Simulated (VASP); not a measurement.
Wanted: the native input for a VASP 6.6.1 run.

```yaml
Task: single point
Functional: PBE
Potentials_or_basis: VASP PAW PBE potentials, release 64 (Ti_sv, O)
Cutoff: 520 eV
k_mesh: 6 × 6 × 10
Occupations: gaussian, width 0.05 eV
Spin: no spin polarisation
Hubbard_terms: Ti d U = 4.0 eV
Dipole_correction: no
Further_INCAR_settings: ALGO = Normal; EDIFF = 1e-06; NBANDS = 33
```

The structure of TiO2 lies in POSCAR:

```
TiO2
1.0
    4.6403824120      0.0000000000      0.0000000000
    0.0000000000      4.6403824120      0.0000000000
    0.0000000000      0.0000000000      3.0063836717
Ti O
2 4
Direct
    0.0000000000      0.0000000000      0.0000000000
    0.5000000000      0.5000000000      0.5000000000
    0.3056475955      0.3056475955      0.0000000000
    0.1943524045      0.8056475955      0.5000000000
    0.6943524045      0.6943524045      0.0000000000
    0.8056475955      0.1943524045      0.5000000000
```

These files were run (other wordings do the same):

INCAR

```
SYSTEM = TiO2
PREC = Accurate ; ENCUT = 520
EDIFF = 1E-6 ; ISMEAR = 0
SIGMA = 0.05 ; LREAL = .False.
LASPH = .True. ; NELM = 150
ALGO = Normal ; ISIF = 2
LWAVE = .False. ; LCHARG = .False.
LMAXMIX = 4 ; LDAU = .True.
LDAUTYPE = 2 ; LDAUL = 2 -1
LDAUU = 4 0 ; LDAUJ = 0 0
LDAUPRINT = 1 ; GGA = PE
NBANDS = 33
```

KPOINTS

```
regular mesh
0
Gamma
  6 6 10
  0 0 0
```

Potentials or basis: VASP PAW PBE potentials, release 64 (Ti_sv, O).

Run with:

```sh
$ cat potpaw_PBE.64/Ti_sv/POTCAR potpaw_PBE.64/O/POTCAR > POTCAR
$ mpirun -np 1 vasp_std > vasp.out
```

Results of the run:

The pressure is 4.0 GPa. The largest force is 0.147 eV/Å and the band gap on the k mesh is 2.31 eV, direct.

Run time: 71 s on 1 thread of AMD EPYC 9R45 96-Core Processor (Zen 5), with other jobs on the host, peak memory 0.2 GiB.
